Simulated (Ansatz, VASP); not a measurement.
## Two plane-wave programs on HfO2

```
Hf O
1.0
     5.19351    0.00000    0.00000
     0.00000    4.97955    0.00000
     0.00000    0.00000    5.00819
Hf O
4 8
Cartesian
  0.1688 1.3296 1.2074
  2.4279 1.3296 3.7115
  2.7656 3.6499 1.2074
  5.0247 3.6499 3.7115
  1.9062 0.3486 1.9070
  0.6906 0.3486 4.4111
  3.8026 2.2960 2.4597
  3.9877 2.2960 4.9638
  1.3910 2.6835 4.9638
  1.2058 2.6835 2.4597
  4.5029 4.6309 1.9070
  3.2873 4.6309 4.4111
```

Alike in both runs: task single point; functional r2SCAN; k mesh 4 × 4 × 4; no spin polarisation.

|  | VASP | Ansatz |
| --- | --- | --- |
| version | VASP 6.6.1 | Ansatz 0.2.0 |
| potentials or method | VASP PAW PBE potentials, release 64 (Hf_pv, O) | plane waves, PAW |
| plane-wave cutoff (eV) | 520 | 500 |
| occupations | gaussian, width 0.01 eV | fixed |
| valence electrons in the cell | 88 | 152 |

Ansatz gave:

```
gap on the k mesh at the Fermi level (eV)                     : 5.10
pressure (GPa)                                                : 8.6
traceless stress, the component that is largest in VASP (GPa) : 0.38
rms of the force components (eV/Å)                            : 0.063
```

Q: Which values does VASP return?

A: gap on the k mesh at the Fermi level (eV): 5.06; pressure (GPa): 4.8; traceless stress, the component that is largest in VASP (GPa): 0.34; rms of the force components (eV/Å): 0.041.

VASP's potentials were made for PBE, not for r2SCAN. Atom by atom the forces differ by 0.032 eV/Å (rms over components). VASP's potentials hold 88 valence electrons a cell and Ansatz's 152, so a difference there can come from the potentials and not from the codes.

Neither program's run includes spin-orbit coupling.
